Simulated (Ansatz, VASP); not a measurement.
## Two plane-wave programs on BaS

The input INCAR:

```
PREC = Accurate ; ENCUT = 600
EDIFF = 1E-6 ; ISMEAR = 0
SIGMA = 0.02 ; LREAL = F
LASPH = T ; NELM = 100
ALGO = Normal ; ISIF = 3
LWAVE = F ; LCHARG = F
GGA = PE ; IVDW = 12
IBRION = 2 ; NSW = 70
EDIFFG = -0.005
```

Contents of KPOINTS:

```
regular mesh
0
Gamma
  8 8 8
```

File POSCAR:

```
BaS
1.0
    0.0000000000      3.2143926808      3.2143926808
    3.2143926808      0.0000000000      3.2143926808
    3.2143926808      3.2143926808      0.0000000000
Ba S
1 1
Direct
    0.0000000000      0.0000000000      0.0000000000
    0.5000000000      0.5000000000      0.5000000000
```

Input for Ansatz:

```yaml
crystal:
  lattice:
    - [0.0, 3.2143926808, 3.2143926808]
    - [3.2143926808, 0.0, 3.2143926808]
    - [3.2143926808, 3.2143926808, 0.0]
  atoms:
    - { symbol: Ba, position: [0.0, 0.0, 0.0] }
    - { symbol: S, position: [0.5, 0.5, 0.5] }
basis:
  ecutwfc: 420
kpoints:
  mp_grid: { grid: [8, 8, 8] }
hamiltonian:
  xc: pbe
  dispersion: d3bj
scf:
  occupations: { method: gaussian, width: 0.02 }
output:
  forces: true
  stress: true
  eigenvalues: true
relax:
  adjacent_minimum: "off"
  f_tol: 0.005
  max_steps: 50
  cell: { stress_tol: 0.05 }
```

Alike in both runs: task relaxation of cell and atoms; functional PBE; dispersion D3(BJ); k mesh 8 × 8 × 8; occupations gaussian, width 0.02 eV; no spin polarisation.

```csv
,VASP,Ansatz
version,VASP 6.6.1,Ansatz 0.2.0
potentials or method,"VASP PAW PBE potentials, release 64 (Ba_sv, S), cutoff 600 eV","scalar-relativistic, plane waves, PAW"
valence electrons in the cell,16,16
```

Ansatz gave:

| Item | Value |
| --- | --- |
| gap on the k mesh at the Fermi level, each at its own relaxed structure (eV) | 2.19 |
| relaxed volume (Å³/atom) | 32.16 |
| relaxed length of the cell vector where the two differ most in proportion (Å) | 4.497 |

Problem. Which values does VASP return?

Solution. gap on the k mesh at the Fermi level, each at its own relaxed structure (eV): 2.11; relaxed volume (Å³/atom): 32.60; relaxed length of the cell vector where the two differ most in proportion (Å): 4.518.

Neither program's run includes spin-orbit coupling.
